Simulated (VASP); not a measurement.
GaP: relaxation of cell and atoms with r2SCAN

GaP:

```
Ga P
1.0
     0.00000    2.75300    2.75300
     2.75300    0.00000    2.75300
     2.75300    2.75300    0.00000
Ga P
1 1
Cartesian
  0.0000 0.0000 0.0000
  1.3765 1.3765 1.3765
```

* Program: VASP 6.6.1
* Task: relaxation of cell and atoms
* Functional: r2SCAN
* Potentials or basis: VASP PAW PBE potentials, release 64 (Ga_d, P)
* Cutoff: 600 eV
* k mesh: 8 × 8 × 8
* Occupations: fermi-dirac, width 0.02 eV
* Spin: no spin polarisation
* Dipole correction: no
* Further INCAR settings: ALGO = Normal; EDIFF = 1e-06; IBRION = 2; EDIFFG = -0.005; NSW = 80; ISIF = 3

The relaxed volume is 20.23 Å³/atom, the relaxed cell is a = 3.853 Å, b = 3.853 Å, c = 3.853 Å, α = 60.00°, β = 60.00°, γ = 60.00° and the space group after relaxing (to 0.1 Å) is F-43m (No. 216). The energy gained by relaxing is 5.3 meV/atom and the ionic steps are 8. The pressure after relaxing is 0.0 GPa and the band gap on the k mesh is 1.90 eV (least direct gap 2.35 eV).

Step by step:
```tsv
step	energy change (eV)	largest force (eV/Å)	pressure (GPa)	volume (Å³)
1	0.0000	0.0000	-2.50	41.73
2	-0.0075	0.0000	1.45	39.80
3	-0.0106	0.0000	-0.78	40.44
4	-0.0102	0.0000	0.75	40.21
5	-0.0105	0.0000	0.19	40.32
6	-0.0105	0.0000	0.20	40.35
7	-0.0106	0.0000	0.08	40.40
8	-0.0106	0.0000	-0.04	40.45
```

Final structure:
```cif
data_structure
_symmetry_space_group_name_H-M 'P 1'
_symmetry_Int_Tables_number 1
_cell_length_a 3.8531
_cell_length_b 3.8531
_cell_length_c 3.8531
_cell_angle_alpha 60.000
_cell_angle_beta 60.000
_cell_angle_gamma 60.000
_cell_volume 40.45
loop_
_atom_site_label
_atom_site_type_symbol
_atom_site_fract_x
_atom_site_fract_y
_atom_site_fract_z
_atom_site_occupancy
Ga1 Ga 0.00000 0.00000 0.00000 1
P1 P 0.25000 0.25000 0.25000 1
```

Levels at points of the mesh, in eV from the valence-band top:
```csv
k point,band 5,band 6,band 7,band 8,band 9,band 10,band 11,band 12,band 13
"(0.00, 0.00, 0.00)",-14.88,-13.03,0.00,0.00,0.00,2.35,4.19,4.19,4.19
"(0.50, 0.00, 0.00)",-14.87,-10.86,-6.85,-1.17,-1.17,2.04,5.06,5.06,8.83
"(0.50, 0.50, 0.00)",-14.86,-9.93,-6.96,-2.80,-2.80,1.91,2.10,11.36,11.36
```

It took 6 min on 1 thread of Intel Xeon 8259CL (shared host), peak memory 0.21 GiB.

Caveat: the PAW data sets were made with another functional, which shifts forces and pressure a little. A k mesh can miss the band edges.
